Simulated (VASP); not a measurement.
# Ta in VASP: notebook

Runs on Ta. Level: LDA. Tasks: single point.

Everything below comes from runs of VASP 6.6.1. Logs are shortened: lines on timing, memory, paths and dates and some standing lists are left out, and cuts for length are marked.

## (1) The cell of the first run

The cell holds a slab with vacuum, 5 atoms: a = 2.817 Å, b = 2.817 Å, c = 25.201 Å, α = 90.00°, β = 90.00°, γ = 109.47°.

## (2) Single point, LDA

Input file INCAR:

```
SYSTEM = Ta
PREC = Accurate
ENCUT = 520
EDIFF = 1E-6
ISMEAR = -1
SIGMA = 0.08
LREAL = .False.
LASPH = .True.
NELM = 80
ALGO = Normal
ISIF = 2
LWAVE = .False.
LCHARG = .True.
LDIPOL = .True.
IDIPOL = 3
DIPOL = 0.5 0.5 0.500
LELF = .True.
LVHAR = .True.
LVACPOTAV = .True.
NBANDS = 36
```

Input file KPOINTS:

```
regular mesh
0
Gamma
  15 15 1
  0 0 0
```

Input file POSCAR:

```
Ta
1.0
    2.8173712975      0.0000000000      0.0000000000
   -0.9391237658      2.6562431328      0.0000000000
    0.0000000000      0.0000000000     25.2015000000
Ta
5
Direct
    0.0000000000      0.0000000000      0.3174414992
    0.5000000000      0.5000000000      0.4087207493
    0.0000000000      0.0000000000      0.5000000000
    0.5000000000      0.5000000000      0.5912792507
    0.0000000000      0.0000000000      0.6825585008
```

Potentials or basis: VASP PAW LDA potentials, release 64 (Ta_pv).

The run is started by

```bash
cat potpaw_LDA.64/Ta_pv/POTCAR > POTCAR
mpirun -np 1 vasp_std > vasp.out
```

OUTCAR:

```text
SYSTEM = Ta
   PREC = Accurate
   ENCUT = 520
   EDIFF = 1E-6
   ISMEAR = -1
   LREAL = .False.
   LASPH = .True.
   NELM = 80
   ISIF = 2

 ion  position               nearest neighbor table
   1  0.000  0.000  0.317-   2 2.82   2 2.82   2 3.25   2 3.25
   2  0.500  0.500  0.409-   1 2.82   1 2.82   3 2.82   3 2.82   1 3.25   1 3.25   3 3.25   3 3.25

   3  0.000  0.000  0.500-   2 2.82   4 2.82   2 2.82   4 2.82   2 3.25   4 3.25   2 3.25   4 3.25

   4  0.500  0.500  0.591-   5 2.82   5 2.82   3 2.82   3 2.82   5 3.25   5 3.25   3 3.25   3 3.25

   5  0.000  0.000  0.683-   4 2.82   4 2.82   4 3.25   4 3.25

  LATTYP: Found a base centered orthorhombic cell.
 ALAT       =     3.2532201541
 B/A-ratio  =     1.4142135624
 C/A-ratio  =     7.7466322002

  Lattice vectors:

 A1 = (   2.8173712975,   0.0000000000,   0.0000000000)
 A2 = (  -0.9391237658,   2.6562431328,   0.0000000000)
 A3 = (   0.0000000000,   0.0000000000,  25.2015000000)

Analysis of symmetry for initial positions (statically):
=====================================================================
 Subroutine PRICEL returns:
 Original cell was already a primitive cell.

 Routine SETGRP: Setting up the symmetry group for a
 base centered orthorhombic supercell.

 Subroutine GETGRP returns: Found  8 space group operations
 (whereof  8 operations were pure point group operations)
 out of a pool of  8 trial point group operations.

The static configuration has the point symmetry D_2h.

Analysis of symmetry for dynamics (positions and initial velocities):
=====================================================================
 Subroutine PRICEL returns:
 Original cell was already a primitive cell.

 Routine SETGRP: Setting up the symmetry group for a
 base centered orthorhombic supercell.

 Subroutine GETGRP returns: Found  8 space group operations
 (whereof  8 operations were pure point group operations)
 out of a pool of  8 trial point group operations.

The dynamic configuration has the point symmetry D_2h.

 Subroutine INISYM returns: Found  8 space group operations
 (whereof  8 operations are pure point group operations),
 and found     1 'primitive' translations

----------------------------------------------------------------------------------------

                                     Primitive cell

  volume of cell :     188.5985

  direct lattice vectors                    reciprocal lattice vectors
     2.817371297  0.000000000  0.000000000     0.354940792  0.125490521  0.000000000
    -0.939123766  2.656243133  0.000000000     0.000000000  0.376471562  0.000000000
     0.000000000  0.000000000 25.201500000     0.000000000  0.000000000  0.039680178

  length of vectors
     2.817371297  2.817371298 25.201500000     0.376471562  0.376471562  0.039680178

  position of ions in fractional coordinates (direct lattice)
     0.000000000  0.000000000  0.317441499
     0.500000000  0.500000000  0.408720749
     0.000000000  0.000000000  0.500000000
     0.500000000  0.500000000  0.591279251
     0.000000000  0.000000000  0.682558501

  ion indices of the primitive-cell ions
   primitive index   ion index
                 1           1
                 2           2
                 3           3
                 4           4
                 5           5

----------------------------------------------------------------------------------------

 KPOINTS: regular mesh

Automatic generation of k-mesh.
 Grid dimensions read from file:
 generate k-points for:   15   15    1

 Generating k-lattice:

  Cartesian coordinates                     Fractional coordinates (reciprocal lattice)
     0.023662719  0.008366035  0.000000000     0.066666667  0.000000000  0.000000000
     0.000000000  0.025098104  0.000000000     0.000000000  0.066666667  0.000000000
     0.000000000  0.000000000  0.039680178     0.000000000  0.000000000  1.000000000

  Length of vectors
     0.025098104  0.025098104  0.039680178

  Shift w.r.t. Gamma in fractional coordinates (k-lattice)
     0.000000000  0.000000000  0.000000000

 Subroutine IBZKPT returns following result:
 ===========================================

 Found     64 irreducible k-points:

 Following reciprocal coordinates:
            Coordinates               Weight
  0.000000  0.000000  0.000000      1.000000
  0.066667 -0.000000  0.000000      4.000000
  0.133333 -0.000000  0.000000      4.000000
  0.200000  0.000000  0.000000      4.000000
  0.266667 -0.000000  0.000000      4.000000
  0.333333  0.000000  0.000000      4.000000
[... 16 lines left out ...]
  0.133333  0.133333  0.000000      2.000000
  0.200000  0.133333  0.000000      4.000000
 [... further k-points ...]
   k-points           NKPTS =     64   k-points in BZ     NKDIM =     64   number of bands    NBANDS=     36
   number of dos      NEDOS =    301   number of ions     NIONS =      5
   total plane-waves  NPLWV = 110592
   dimension x,y,z NGX =    24 NGY =   24 NGZ =  192
   dimension x,y,z NGXF=    48 NGYF=   48 NGZF=  384
   ions per type =               5
   NGX,Y,Z   is equivalent  to a cutoff of  14.16, 14.16, 12.67 a.u.
   NGXF,Y,Z  is equivalent  to a cutoff of  28.32, 28.32, 25.33 a.u.
 SYSTEM =  Ta
   PREC   = accura    normal or accurate (medium, high low for compatibility)
   ISTART =      0    job   : 0-new  1-cont  2-samecut
   ICHARG =      2    charge: 1-file 2-atom 10-const
   ISPIN  =      1    spin polarized calculation?
   LNONCOLLINEAR =      F non collinear calculations
   LSORBIT =      F    spin-orbit coupling
   LASPH  =      T    aspherical Exc in radial PAW
   ENCUT  =  520.0 eV  38.22 Ry    6.18 a.u.   5.24  5.24 46.86*2*pi/ulx,y,z
   NELM   =     80;   NELMIN=  2; NELMDL= -5     # of ELM steps
   EDIFF  = 0.1E-05   stopping-criterion for ELM
   LREAL  =      F    real-space projection
   EDIFFG = 0.1E-04   stopping-criterion for IOM
   NSW    =      0    number of steps for IOM
   IBRION =     -1    ionic relax: 0-MD 1-quasi-New 2-CG
   NFREE  =      0    steps in history (QN), initial steepest desc. (CG)
   ISIF   =      2    stress and relaxation
   ISYM   =      2    0-nonsym 1-usesym 2-fastsym
   POTIM  = 0.5000    time-step for ionic-motion
   TEBEG  =    0.0;   TEEND  =   0.0 temperature during run
   PSTRESS=    0.0 pullay stress
   NELECT =      55.0000    total number of electrons
   NUPDOWN=      -1.0000    fix difference up-down
   EMIN   =  10.00;   EMAX   =-10.00  energy-range for DOS
   EFERMI =   0.00;   METHOD = LEGACY
   ISMEAR =    -1;   SIGMA  =   0.08  broadening in eV -4-tet -1-fermi 0-gaus
   EFERMI_NEDOS =   21; number of points for ismear=-14 and -15
   IALGO  =     38    algorithm
   IMIX   =      4    mixing-type and parameters
     AMIX     =   0.40;   BMIX     =  1.00
     AMIX_MAG =   1.60;   BMIX_MAG =  1.00
  volume/ion in A,a.u.               =      37.72       254.55
  Fermi-wavevector in a.u.,A,eV,Ry     =   1.085633  2.051549 16.035807  1.178599
  Thomas-Fermi vector in A             =   2.221751
   LORBIT       =      0    0 simple, 1 ext, 2 COOP (PROOUT), +10 PAW based schemes
   GGA     = CA    functional components
   LHFCALC =     F    Hartree Fock is set to
   AEXX    =    0.0000 exact exchange contribution
   IVDW    =     0    specifies the selected vdW correction
   LEPSILON=     F    determine dielectric tensor
   LRPA    =     F    only Hartree local field effects (RPA)
 non-spin polarized calculation
  energy-cutoff  :      520.00
  volume of cell :      188.60
 maximum number of plane-waves:      5112
 NGX is ok and might be reduce to    24
   NGX = 11   NGY = 11   NGZ = 93

 number of electron      55.0000001 magnetization

 dipolmoment           0.000000      0.000000     -0.000000 electrons x Angstroem

 Free energy of the ion-electron system (eV)
  ---------------------------------------------------
  ext. energy  EPLUGINS =         0.00000000
  ---------------------------------------------------
  free energy    TOTEN  =       -61.68043821 eV

  energy without entropy =      -61.53882897  energy(sigma->0) =      -61.60963359

 E-fermi :   0.0844     XC(G=0):  -6.8579

 val. band max:        0.0759334305   @ k =   0.4000   0.2000   0.0000
 cond. band min:       0.0898744223   @ k =   0.2667   0.1333   0.0000
 fundamental gap:      0.0139409918
 Fermi energy:         0.0843575432

 k-point     1 :       0.0000    0.0000    0.0000
  band No.  band energies     occupation
      1     -34.1175      2.00000
      2     -34.0287      2.00000
      3     -33.6528      2.00000
      4     -33.3222      2.00000
      5     -33.3186      2.00000
      6     -33.2329      2.00000
[... 28 lines left out ...]
     35       3.4410      0.00000
     36       3.5499      0.00000

 k-point     2 :       0.0667   -0.0000    0.0000
  band No.  band energies     occupation
      1     -34.1033      2.00000
      2     -34.0212      2.00000
      3     -33.6579      2.00000
      4     -33.3614      2.00000
      5     -33.3368      2.00000
      6     -33.2315      2.00000
[... 28 lines left out ...]
     35       3.3093      0.00000
     36       3.5434      0.00000

 k-point     3 :       0.1333   -0.0000    0.0000
  band No.  band energies     occupation
      1     -34.0629      2.00000
      2     -34.0011      2.00000
      3     -33.6785      2.00000
      4     -33.4659      2.00000
      5     -33.4049      2.00000
      6     -33.2578      2.00000
[... 28 lines left out ...]
     35       3.1448      0.00000
     36       3.3625      0.00000

 k-point     4 :       0.2000    0.0000    0.0000
  band No.  band energies     occupation
      1     -34.0048      2.00000
      2     -33.9763      2.00000
      3     -33.7330      2.00000
      4     -33.6232      2.00000
      5     -33.5274      2.00000
      6     -33.3479      2.00000
[... 28 lines left out ...]
     35       3.2330      0.00000
     36       3.3285      0.00000

 k-point     5 :       0.2667   -0.0000    0.0000
  band No.  band energies     occupation
      1     -33.9660      2.00000
      2     -33.9553      2.00000
      3     -33.8432      2.00000
      4     -33.8017      2.00000
      5     -33.6486      2.00000
      6     -33.4936      2.00000
[... 655 lines left out ...]
 k-point    22 :      -0.0667    0.0667    0.0000
  band No.  band energies     occupation
      1     -34.1026      2.00000
      2     -34.0170      2.00000
      3     -33.6452      2.00000
      4     -33.3440      2.00000
      5     -33.3403      2.00000
      6     -33.2356      2.00000
[... 28 lines left out ...]
     35       2.8175      0.00000
     36       3.2632      0.00000

 k-point    23 :       0.1333    0.1333    0.0000
  band No.  band energies     occupation
      1     -33.9737      2.00000
      2     -33.9673      2.00000
      3     -33.7508      2.00000
      4     -33.6181      2.00000
      5     -33.4801      2.00000
      6     -33.3390      2.00000
[... 28 lines left out ...]
     35       3.3251      0.00000
     36       3.9164      0.00000

 k-point    24 :       0.2000    0.1333    0.0000
  band No.  band energies     occupation
      1     -33.9450      2.00000
      2     -33.9236      2.00000
      3     -33.8010      2.00000
      4     -33.7286      2.00000
      5     -33.5611      2.00000
      6     -33.4368      2.00000
[... 28 lines left out ...]
     35       3.7036      0.00000
     36       3.8622      0.00000

 [... further k-points ...]

------------------------ aborting loop because EDIFF is reached ----------------------------------------

  FORCE on cell =-STRESS in cart. coord.  units (eV):
  Direction    XX          YY          ZZ          XY          YZ          ZX
  --------------------------------------------------------------------------------------
  -------------------------------------------------------------------------------------
  Total       -4.2731513     -4.1781805     -2.2916195      0.1343089      0.0000000      0.0000000
  in kB      -36.3011637    -35.4943709    -19.4677068      1.1409774      0.0000000      0.0000000
  external PRESSURE =     -30.4210805 kB  Pullay stress =       0.0000000 kB

 VOLUME and BASIS-vectors are now :
 -----------------------------------------------------------------------------
  energy-cutoff  :      520.00
  volume of cell :      188.60
      direct lattice vectors                 reciprocal lattice vectors
     2.817371297  0.000000000  0.000000000     0.354940792  0.125490521  0.000000000
    -0.939123766  2.656243133  0.000000000     0.000000000  0.376471562  0.000000000
     0.000000000  0.000000000 25.201500000     0.000000000  0.000000000  0.039680178

 POSITION                                       TOTAL-FORCE (eV/Angst)
 -----------------------------------------------------------------------------------
      0.00000      0.00000      8.00000         0.000000      0.000000      0.459418
      0.93912      1.32812     10.30038         0.000000      0.000000     -0.427849
      0.00000      0.00000     12.60075        -0.000000      0.000000     -0.000000
      0.93912      1.32812     14.90112        -0.000000      0.000000      0.427849
      0.00000      0.00000     17.20150         0.000000      0.000000     -0.459418
 -----------------------------------------------------------------------------------
    total drift:                                0.000000     -0.000000      0.000000

  FREE ENERGIE OF THE ION-ELECTRON SYSTEM (eV)
  ---------------------------------------------------
  free  energy   TOTEN  =       -61.6804382052 eV

  energy  without entropy=      -61.5388289721  energy(sigma->0) =      -61.60963359

 vacuum level on the upper side and lower side of the slab         5.126         5.126
```

It took 11 min on 1 thread of Intel Xeon Platinum 8259CL at 2.50GHz (Skylake/Cascade Lake), shared host; peak memory 0.46 GiB.

Results:

```yaml
Free_energy: -61.6804 eV
Largest_force: 0.459 eV/Å
Band_gap_on_the_k_mesh: zero (an odd number of electrons rules out a gap without spin polarisation)
```

Forces on the atoms (eV/Å):
```
Ta   0.000  0.000  0.459
Ta   0.000  0.000 -0.428
Ta   0.000  0.000  0.000
Ta   0.000  0.000  0.428
Ta   0.000  0.000 -0.459
```

Caveat: spin-orbit coupling is left out, which moves the levels of the heavy elements.

(Part 1 of 2 ends here.)
